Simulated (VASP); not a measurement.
Crystal: BiTe.

```
CELL_PARAMETERS angstrom
0.00000 3.25332 3.25332
3.25332 0.00000 3.25332
3.25332 3.25332 0.00000
ATOMIC_POSITIONS crystal
Bi 0.00000 0.00000 0.00000
Te 0.50000 0.50000 0.50000
```

Base run:

```yaml
Program: VASP 6.6.1
Functional: PBEsol
Potentials_or_basis: VASP PAW PBE potentials, release 64 (Bi_d, Te)
Cutoff: 520 eV
k_mesh: 10 × 10 × 10
Occupations: fermi-dirac, width 0.05 eV
Spin: no spin polarisation
```

Its results: pressure -2.5 GPa.

Task: The run is repeated on the same cell with these changes: functional from PBEsol to LDA; potentials or basis from VASP PAW PBE potentials, release 64 (Bi_d, Te) to VASP PAW LDA potentials, release 64 (Bi_d, Te). What comes out?

Result: Pressure -3.5 GPa.

Caveats: the PAW data sets were made with another functional, which shifts forces and pressure a little (some runs).
